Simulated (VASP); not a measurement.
# TiO2 (P4_2/mnm) in VASP: settings compared

TiO2 is run at these levels: revPBE+D3(BJ), r2SCAN, PBE; tasks: single point.

All numbers are computed with VASP 6.6.1; they aren't measurements. Logs are shortened: lines on timing, memory, paths and dates and some standing lists are left out, and cuts for length are marked.

### Step 1. The cell of the first run

It takes space group P4_2/mnm (No. 136, tetragonal). Conventional cell: a = 4.660 Å, b = 4.660 Å, c = 2.998 Å, α = 90.00°, β = 90.00°, γ = 90.00°. Within 2.6 Å of Ti (site symmetry mmm) lie 6 O at 1.98 to 2.01 Å. Within 2.6 Å of O (site symmetry m2m) lie 3 Ti at 1.98 to 2.01 Å and 1 O at 2.58 Å.

### Step 2. Single point, revPBE+D3(BJ)

Input file INCAR:

```
SYSTEM = TiO2
  ALGO = Normal
  EDIFF = 1E-6
  ENCUT = 520
  GGA = RE
  ISIF = 2
  ISMEAR = -1
  IVDW = 12
  LASPH = .True.
  LCHARG = .False.
  LREAL = .False.
  LWAVE = .False.
  NBANDS = 33
  NELM = 80
  PREC = Accurate
  SIGMA = 0.05
```

Input file KPOINTS:

```
k-points
0
Gamma
  6 6 9
  0 0 0
```

Input file POSCAR:

```
TiO2
1.0
    4.6603684408      0.0000000000      0.0000000000
    0.0000000000      4.6603684408      0.0000000000
    0.0000000000      0.0000000000      2.9981550462
Ti O
2 4
Direct
    0.0000000000      0.0000000000      0.5000000000
    0.5000000000      0.5000000000      0.0000000000
    0.3043213200      0.3043213200      0.5000000000
    0.1956786800      0.8043213200      0.0000000000
    0.8043213200      0.1956786800      0.0000000000
    0.6956786800      0.6956786800      0.5000000000
```

Potentials or basis: VASP PAW PBE potentials, release 64 (Ti_sv, O).

On the command line:

```sh
> cat potpaw_PBE.64/Ti_sv/POTCAR potpaw_PBE.64/O/POTCAR > POTCAR
> mpirun -np 1 vasp_std > vasp.out
```

OUTCAR:

```text
SYSTEM = TiO2
   EDIFF = 1E-6
   ENCUT = 520
   GGA = RE
   ISIF = 2
   ISMEAR = -1
   IVDW = 12
   LASPH = .True.
   LREAL = .False.
   NELM = 80
   PREC = Accurate
 IVDW          = 12

 ion  position               nearest neighbor table
   1  0.000  0.000  0.500-   4 1.98   5 1.98   4 1.98   5 1.98   3 2.01   6 2.01
   2  0.500  0.500  0.000-   3 1.98   6 1.98   3 1.98   6 1.98   5 2.01   4 2.01
   3  0.304  0.304  0.500-   2 1.98   2 1.98   1 2.01
   4  0.196  0.804  0.000-   1 1.98   1 1.98   2 2.01
   5  0.804  0.196  0.000-   1 1.98   1 1.98   2 2.01
   6  0.696  0.696  0.500-   2 1.98   2 1.98   1 2.01

  LATTYP: Found a simple tetragonal cell.
 ALAT       =     4.6603684408
 C/A-ratio  =     0.6433300466

  Lattice vectors:

 A1 = (   4.6603684408,   0.0000000000,   0.0000000000)
 A2 = (   0.0000000000,   4.6603684408,   0.0000000000)
 A3 = (   0.0000000000,   0.0000000000,   2.9981550462)

Analysis of symmetry for initial positions (statically):
=====================================================================
 Subroutine PRICEL returns:
 Original cell was already a primitive cell.

 Routine SETGRP: Setting up the symmetry group for a
 simple tetragonal supercell.

 Subroutine GETGRP returns: Found 16 space group operations
 (whereof  8 operations were pure point group operations)
 out of a pool of 16 trial point group operations.

The static configuration has the point symmetry D_2h.
 The point group associated with its full space group is D_4h.

Analysis of symmetry for dynamics (positions and initial velocities):
=====================================================================
 Subroutine PRICEL returns:
 Original cell was already a primitive cell.

 Routine SETGRP: Setting up the symmetry group for a
 simple tetragonal supercell.

 Subroutine GETGRP returns: Found 16 space group operations
 (whereof  8 operations were pure point group operations)
 out of a pool of 16 trial point group operations.

The dynamic configuration has the point symmetry D_2h.
 The point group associated with its full space group is D_4h.

 Subroutine INISYM returns: Found 16 space group operations
 (whereof  8 operations are pure point group operations),
 and found     1 'primitive' translations

----------------------------------------------------------------------------------------

                                     Primitive cell

  volume of cell :      65.1170

  direct lattice vectors                    reciprocal lattice vectors
     4.660368441  0.000000000  0.000000000     0.214575309  0.000000000  0.000000000
     0.000000000  4.660368441  0.000000000     0.000000000  0.214575309  0.000000000
     0.000000000  0.000000000  2.998155046     0.000000000  0.000000000  0.333538454

  length of vectors
     4.660368441  4.660368441  2.998155046     0.214575309  0.214575309  0.333538454

  position of ions in fractional coordinates (direct lattice)
     0.000000000  0.000000000  0.500000000
     0.500000000  0.500000000  0.000000000
     0.304321320  0.304321320  0.500000000
     0.195678680  0.804321320  0.000000000
     0.804321320  0.195678680  0.000000000
     0.695678680  0.695678680  0.500000000

  ion indices of the primitive-cell ions
   primitive index   ion index
                 1           1
                 2           2
                 3           3
                 4           4
                 5           5
                 6           6

----------------------------------------------------------------------------------------

 KPOINTS: k-points

Automatic generation of k-mesh.
 Grid dimensions read from file:
 generate k-points for:    6    6    9

 Generating k-lattice:

  Cartesian coordinates                     Fractional coordinates (reciprocal lattice)
     0.035762552  0.000000000  0.000000000     0.166666667  0.000000000  0.000000000
     0.000000000  0.035762552  0.000000000     0.000000000  0.166666667  0.000000000
     0.000000000  0.000000000  0.037059828     0.000000000  0.000000000  0.111111111

  Length of vectors
     0.035762552  0.035762552  0.037059828

  Shift w.r.t. Gamma in fractional coordinates (k-lattice)
     0.000000000  0.000000000  0.000000000

 Subroutine IBZKPT returns following result:
 ===========================================

 Found     50 irreducible k-points:

 Following reciprocal coordinates:
            Coordinates               Weight
  0.000000  0.000000  0.000000      1.000000
  0.166667  0.000000  0.000000      4.000000
  0.333333  0.000000  0.000000      4.000000
  0.500000  0.000000  0.000000      2.000000
  0.166667  0.166667  0.000000      4.000000
  0.333333  0.166667  0.000000      8.000000
[... 16 lines left out ...]
  0.333333  0.000000  0.222222      8.000000
  0.500000  0.000000  0.222222      4.000000
 [... further k-points ...]
   k-points           NKPTS =     50   k-points in BZ     NKDIM =     50   number of bands    NBANDS=     33
   number of dos      NEDOS =    301   number of ions     NIONS =      6
   total plane-waves  NPLWV =  31104
   dimension x,y,z NGX =    36 NGY =   36 NGZ =   24
   dimension x,y,z NGXF=    72 NGYF=   72 NGZF=   48
   ions per type =               2   4
   NGX,Y,Z   is equivalent  to a cutoff of  12.84, 12.84, 13.31 a.u.
   NGXF,Y,Z  is equivalent  to a cutoff of  25.68, 25.68, 26.62 a.u.
 SYSTEM =  TiO2
   PREC   = accura    normal or accurate (medium, high low for compatibility)
   ISTART =      0    job   : 0-new  1-cont  2-samecut
   ICHARG =      2    charge: 1-file 2-atom 10-const
   ISPIN  =      1    spin polarized calculation?
   LNONCOLLINEAR =      F non collinear calculations
   LSORBIT =      F    spin-orbit coupling
   LASPH  =      T    aspherical Exc in radial PAW
   ENCUT  =  520.0 eV  38.22 Ry    6.18 a.u.   8.67  8.67  5.57*2*pi/ulx,y,z
   NELM   =     80;   NELMIN=  2; NELMDL= -5     # of ELM steps
   EDIFF  = 0.1E-05   stopping-criterion for ELM
   LREAL  =      F    real-space projection
   EDIFFG = 0.1E-04   stopping-criterion for IOM
   NSW    =      0    number of steps for IOM
   IBRION =     -1    ionic relax: 0-MD 1-quasi-New 2-CG
   NFREE  =      0    steps in history (QN), initial steepest desc. (CG)
   ISIF   =      2    stress and relaxation
   ISYM   =      2    0-nonsym 1-usesym 2-fastsym
   POTIM  = 0.5000    time-step for ionic-motion
   TEBEG  =    0.0;   TEEND  =   0.0 temperature during run
   PSTRESS=    0.0 pullay stress
   NELECT =      48.0000    total number of electrons
   NUPDOWN=      -1.0000    fix difference up-down
   EMIN   =  10.00;   EMAX   =-10.00  energy-range for DOS
   EFERMI =   0.00;   METHOD = LEGACY
   ISMEAR =    -1;   SIGMA  =   0.05  broadening in eV -4-tet -1-fermi 0-gaus
   EFERMI_NEDOS =   21; number of points for ismear=-14 and -15
   IALGO  =     38    algorithm
   IMIX   =      4    mixing-type and parameters
     AMIX     =   0.40;   BMIX     =  1.00
     AMIX_MAG =   1.60;   BMIX_MAG =  1.00
  volume/ion in A,a.u.               =      10.85        73.24
  Fermi-wavevector in a.u.,A,eV,Ry     =   1.478849  2.794619 29.755848  2.186993
  Thomas-Fermi vector in A             =   2.593079
   LORBIT       =      0    0 simple, 1 ext, 2 COOP (PROOUT), +10 PAW based schemes
   GGA     = RE    functional components
   LHFCALC =     F    Hartree Fock is set to
   AEXX    =    0.0000 exact exchange contribution
   IVDW    =    12    specifies the selected vdW correction
   LEPSILON=     F    determine dielectric tensor
   LRPA    =     F    only Hartree local field effects (RPA)
 non-spin polarized calculation
  energy-cutoff  :      520.00
  volume of cell :       65.12
 maximum number of plane-waves:      1787
 NGX is ok and might be reduce to    36
   NGX = 17   NGY = 17   NGZ = 11

 number of electron      48.0000015 magnetization

 Free energy of the ion-electron system (eV)
  ---------------------------------------------------
  ext. energy  EPLUGINS =         0.00000000
  ---------------------------------------------------
  free energy    TOTEN  =       -51.53362138 eV

  energy without entropy =      -51.53362137  energy(sigma->0) =      -51.53362138

 E-fermi :   5.3983     XC(G=0): -10.9893

 val. band max:        4.5406569279   @ k =   0.0000   0.0000   0.0000
 cond. band min:       6.3119895665   @ k =   0.0000   0.0000   0.0000
 fundamental gap:      1.7713326386
 Fermi energy:         5.3983284864

 k-point     1 :       0.0000    0.0000    0.0000
  band No.  band energies     occupation
      1     -52.6465      2.00000
      2     -52.6331      2.00000
      3     -28.8625      2.00000
      4     -28.8625      2.00000
      5     -28.7248      2.00000
      6     -28.7248      2.00000
[... 25 lines left out ...]
     32      10.7461      0.00000
     33      10.7463      0.00000

 k-point     2 :       0.1667    0.0000    0.0000
  band No.  band energies     occupation
      1     -52.6456      2.00000
      2     -52.6339      2.00000
      3     -28.8553      2.00000
      4     -28.8547      2.00000
      5     -28.7333      2.00000
      6     -28.7327      2.00000
[... 25 lines left out ...]
     32      10.6597      0.00000
     33      10.6781      0.00000

 k-point     3 :       0.3333    0.0000    0.0000
  band No.  band energies     occupation
      1     -52.6431      2.00000
      2     -52.6364      2.00000
      3     -28.8365      2.00000
      4     -28.8350      2.00000
      5     -28.7545      2.00000
      6     -28.7529      2.00000
[... 25 lines left out ...]
     32      10.4878      0.00000
     33      10.5544      0.00000

 k-point     4 :       0.5000    0.0000    0.0000
  band No.  band energies     occupation
      1     -52.6397      2.00000
      2     -52.6397      2.00000
      3     -28.8210      2.00000
      4     -28.8210      2.00000
      5     -28.7692      2.00000
      6     -28.7692      2.00000
[... 25 lines left out ...]
     32      10.2475      0.00000
     33      10.4165      0.00000

 k-point     5 :       0.1667    0.1667    0.0000
  band No.  band energies     occupation
      1     -52.6448      2.00000
      2     -52.6347      2.00000
      3     -28.8648      2.00000
      4     -28.8340      2.00000
      5     -28.7550      2.00000
      6     -28.7233      2.00000
[... 604 lines left out ...]
 k-point    22 :       0.1667    0.0000    0.2222
  band No.  band energies     occupation
      1     -52.6307      2.00000
      2     -52.6218      2.00000
      3     -28.8477      2.00000
      4     -28.8281      2.00000
      5     -28.8126      2.00000
      6     -28.8083      2.00000
[... 25 lines left out ...]
     32       9.9948      0.00000
     33      10.2337      0.00000

 k-point    23 :       0.3333    0.0000    0.2222
  band No.  band energies     occupation
      1     -52.6288      2.00000
      2     -52.6236      2.00000
      3     -28.8513      2.00000
      4     -28.8378      2.00000
      5     -28.7974      2.00000
      6     -28.7891      2.00000
[... 25 lines left out ...]
     32       9.5992      0.00000
     33      10.3170      0.00000

 k-point    24 :       0.5000    0.0000    0.2222
  band No.  band energies     occupation
      1     -52.6262      2.00000
      2     -52.6262      2.00000
      3     -28.8472      2.00000
      4     -28.8472      2.00000
      5     -28.7829      2.00000
      6     -28.7829      2.00000
[... 25 lines left out ...]
     32       9.4256      0.00000
     33      10.7199      0.00000

 [... further k-points ...]

------------------------ aborting loop because EDIFF is reached ----------------------------------------

 Edisp (eV)   -2.77628

 E8    (eV) :    -1.8471

  FORCE on cell =-STRESS in cart. coord.  units (eV):
  Direction    XX          YY          ZZ          XY          YZ          ZX
  --------------------------------------------------------------------------------------
  -------------------------------------------------------------------------------------
  Total      -2.84366    -2.84366    -3.77415     0.00000     0.00000     0.00000
  in kB     -69.96697   -69.96697   -92.86130     0.00000     0.00000     0.00000
  external pressure =      -77.60 kB  Pullay stress =        0.00 kB

 VOLUME and BASIS-vectors are now :
 -----------------------------------------------------------------------------
  energy-cutoff  :      520.00
  volume of cell :       65.12
      direct lattice vectors                 reciprocal lattice vectors
     4.660368441  0.000000000  0.000000000     0.214575309  0.000000000  0.000000000
     0.000000000  4.660368441  0.000000000     0.000000000  0.214575309  0.000000000
     0.000000000  0.000000000  2.998155046     0.000000000  0.000000000  0.333538454

 POSITION                                       TOTAL-FORCE (eV/Angst)
 -----------------------------------------------------------------------------------
      0.00000      0.00000      1.49908         0.000000      0.000000      0.000000
      2.33018      2.33018      0.00000         0.000000      0.000000      0.000000
      1.41825      1.41825      1.49908         0.085256      0.085256     -0.000000
      0.91193      3.74843      0.00000        -0.085256      0.085256     -0.000000
      3.74843      0.91193      0.00000         0.085256     -0.085256      0.000000
      3.24212      3.24212      1.49908        -0.085256     -0.085256      0.000000
 -----------------------------------------------------------------------------------
    total drift:                                0.000000      0.000000      0.000000

  FREE ENERGIE OF THE ION-ELECTRON SYSTEM (eV)
  ---------------------------------------------------
  free  energy   TOTEN  =       -54.3099050944 eV

  energy  without entropy=      -54.3099050932  energy(sigma->0) =      -54.30990509
```

Wall time 37 s (1 thread of Intel Xeon 6975P-C (Granite Rapids), shared host); peak memory 0.23 GiB.

Results:

```yaml
Free_energy: -54.3099 eV
Pressure: -7.8 GPa
Largest_force: 0.121 eV/Å
Band_gap_on_the_k_mesh: 1.77 eV, direct
Dispersion_energy_per_atom: -0.463 eV
```

Forces on the atoms (eV/Å):
```
Ti   0.000  0.000  0.000
Ti   0.000  0.000  0.000
O    0.085  0.085  0.000
O   -0.085  0.085  0.000
O    0.085 -0.085  0.000
O   -0.085 -0.085  0.000
```

Stress tensor (GPa, compression positive):
```
-7.00  0.00  0.00
 0.00 -7.00  0.00
 0.00  0.00 -9.29
```

Levels at points of the mesh, in eV from the valence-band top:
```
           k point  band 22  band 23  band 24  band 25  band 26  band 27
(0.00, 0.00, 0.00)    -0.45    -0.45     0.00     1.77     2.04     2.27
(0.50, 0.00, 0.00)    -1.61    -0.70    -0.70     2.39     2.39     2.84
(0.50, 0.50, 0.00)    -1.30    -1.06    -1.06     1.80     1.80     2.38
```

Caveat: the PAW data sets were made with another functional, which shifts forces and pressure a little.

### Step 3. Single point, revPBE+D3(BJ)

This run uses another cell than the first one, of 11.06 Å³/atom, 1.019 times its volume.

Input file INCAR:

```
SYSTEM = TiO2
ALGO = Normal ; EDIFF = 1E-6
ENCUT = 520 ; GGA = RE
ISIF = 2 ; ISMEAR = -1
IVDW = 12 ; LASPH = .TRUE.
LCHARG = .FALSE. ; LREAL = .FALSE.
LWAVE = .FALSE. ; NBANDS = 33
NELM = 60 ; PREC = Accurate
SIGMA = 0.05
```

Input file KPOINTS:

```
k-points
0
G
  6 6 9
  0 0 0
```

Changes to POSCAR since step 2:

```diff
@@ -2,5 +2,5 @@
 1.0
-    4.6603684408      0.0000000000      0.0000000000
-    0.0000000000      4.6603684408      0.0000000000
-    0.0000000000      0.0000000000      2.9981550462
+    4.6900531165      0.0000000000      0.0000000000
+    0.0000000000      4.6900531165      0.0000000000
+    0.0000000000      0.0000000000      3.0172520901
 Ti O
```

Potentials or basis: VASP PAW PBE potentials, release 64 (Ti_sv, O).

On the command line:

```sh
> cat potpaw_PBE.64/Ti_sv/POTCAR potpaw_PBE.64/O/POTCAR > POTCAR
> mpirun -np 1 vasp_std > vasp.out
```

Wall time 42 s (1 thread of Intel Xeon 6975P-C (Granite Rapids), shared host); peak memory 0.23 GiB.

It converged, with:

```
Free energy                : -54.2368 eV
Pressure                   : -11.3 GPa
Largest force              : 0.200 eV/Å
Band gap on the k mesh     : 1.72 eV, direct
Dispersion energy per atom : -0.453 eV
```

Forces on the atoms (eV/Å):
```
Ti   0.000  0.000  0.000
Ti   0.000  0.000  0.000
O    0.141  0.141  0.000
O   -0.141  0.141  0.000
O    0.141 -0.141  0.000
O   -0.141 -0.141  0.000
```

Stress tensor (GPa, compression positive):
```
-10.27   0.00   0.00
  0.00 -10.27   0.00
  0.00   0.00 -13.49
```

Levels at points of the mesh, in eV from the valence-band top:
```
           k point  band 22  band 23  band 24  band 25  band 26  band 27
(0.00, 0.00, 0.00)    -0.45    -0.45     0.00     1.72     1.99     2.21
(0.50, 0.00, 0.00)    -1.59    -0.69    -0.69     2.32     2.32     2.76
(0.50, 0.50, 0.00)    -1.29    -1.06    -1.06     1.75     1.75     2.31
```

Caveat: the PAW data sets were made with another functional, which shifts forces and pressure a little. A k mesh can miss the band edges.

### Step 4. Single point, r2SCAN

This run uses another cell than the first one, of 10.40 Å³/atom, 0.958 times its volume.

Input file POSCAR:

```
TiO2
1.0
    4.5964793894      0.0000000000      0.0000000000
    0.0000000000      4.5964793894      0.0000000000
    0.0000000000      0.0000000000      2.9540405441
Ti O
2 4
Direct
    0.0000000000      0.0000000000      0.5000000000
    0.5000000000      0.5000000000      0.0000000000
    0.3046397008      0.3046397008      0.5000000000
    0.1953602992      0.8046397008      0.0000000000
    0.8046397008      0.1953602992      0.0000000000
    0.6953602992      0.6953602992      0.5000000000
```

Input file INCAR.step1:

```
  PREC = Accurate
  ENCUT = 520
  ISMEAR = -1
  SIGMA = 0.05
  LREAL = F
  LASPH = T
  NELM = 100
  NBANDS = 33
  GGA = PE
  ALGO = Normal
  EDIFF = 1E-4
  LWAVE = T
  LCHARG = F
```

Input file INCAR.step2:

```
  PREC = Accurate
  ENCUT = 520
  EDIFF = 1E-6
  ISMEAR = -1
  SIGMA = 0.05
  LREAL = F
  LASPH = T
  NELM = 100
  ALGO = Normal
  ISIF = 2
  LWAVE = F
  LCHARG = F
  METAGGA = R2SCAN
  LMIXTAU = T
  NBANDS = 33
  ISTART = 1
```

Input file KPOINTS:

```
regular mesh
0
Gamma
  6 6 9
```

On the command line:

```sh
> cat potpaw_PBE.64/Ti_sv/POTCAR potpaw_PBE.64/O/POTCAR > POTCAR
> cp INCAR.step1 INCAR
> mpirun -np 1 vasp_std > vasp.out
> cp INCAR.step2 INCAR
> mpirun -np 1 vasp_std > vasp.out
```

It took 2.1 min on 1 thread of Intel Xeon 6975P-C (Granite Rapids), shared host; peak memory 0.23 GiB.

It converged, with:

| Property | Result |
| --- | --- |
| Free energy | -69.7943 eV |
| Pressure | 1.3 GPa |
| Largest force | 0.037 eV/Å |
| Band gap on the k mesh | 2.23 eV, direct |

Forces in eV/Å, atoms in the order of the input:
```
Ti   0.000  0.000  0.000
Ti   0.000  0.000  0.000
O   -0.026 -0.026  0.000
O    0.026 -0.026  0.000
O   -0.026  0.026  0.000
O    0.026  0.026  0.000
```

Stress tensor (GPa, compression positive):
```
1.06 0.00 0.00
0.00 1.06 0.00
0.00 0.00 1.71
```

Levels at points of the mesh, in eV from the valence-band top:
```
           k point  band 21  band 22  band 23  band 24  band 25  band 26  band 27  band 28
(0.00, 0.00, 0.00)    -0.76    -0.49    -0.49     0.00     2.23     2.55     2.79     2.88
(0.50, 0.00, 0.00)    -1.70    -1.70    -0.77    -0.77     2.92     2.92     3.41     3.41
(0.50, 0.50, 0.00)    -1.38    -1.38    -1.13    -1.13     2.27     2.27     2.90     2.90
```

Caveat: the PAW data sets were made with another functional, which shifts forces and pressure a little.

[end of part 1 of 2]
